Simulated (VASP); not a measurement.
Mg:

```
CELL_PARAMETERS angstrom
3.27224 0.00000 0.00000
-1.63612 2.83385 0.00000
0.00000 0.00000 5.31249
ATOMIC_POSITIONS crystal
Mg 0.66667 0.33333 0.75000
Mg 0.33333 0.66667 0.25000
```

Base run:

```yaml
Program: VASP 6.6.1
Functional: r2SCAN
Potentials_or_basis: VASP PAW PBE potentials, release 64 (Mg)
Cutoff: 520 eV
k_mesh: 10 × 10 × 5
Occupations: fermi-dirac, width 0.05 eV
Spin: no spin polarisation
```

Its results: band gap on the k mesh zero (band 2 reaches 2.93 eV, above the bottom of band 3 at 1.09 eV); pressure -3.1 GPa.

Task: After a change of settings the same cell gave: band gap on the k mesh zero (band 2 reaches 2.96 eV, above the bottom of band 3 at 1.03 eV); pressure -2.2 GPa. Which change was it?
A. functional from r2SCAN to SVWN5
B. functional from r2SCAN to r2SCAN0; k mesh from 10 × 10 × 5 to 5 × 5 × 3
C. functional from r2SCAN to BLYP; dispersion from none to D3(BJ)
D. functional from r2SCAN to PBE

Result: D.

Caveats: the PAW data sets were made with another functional, which shifts forces and pressure a little (some runs).
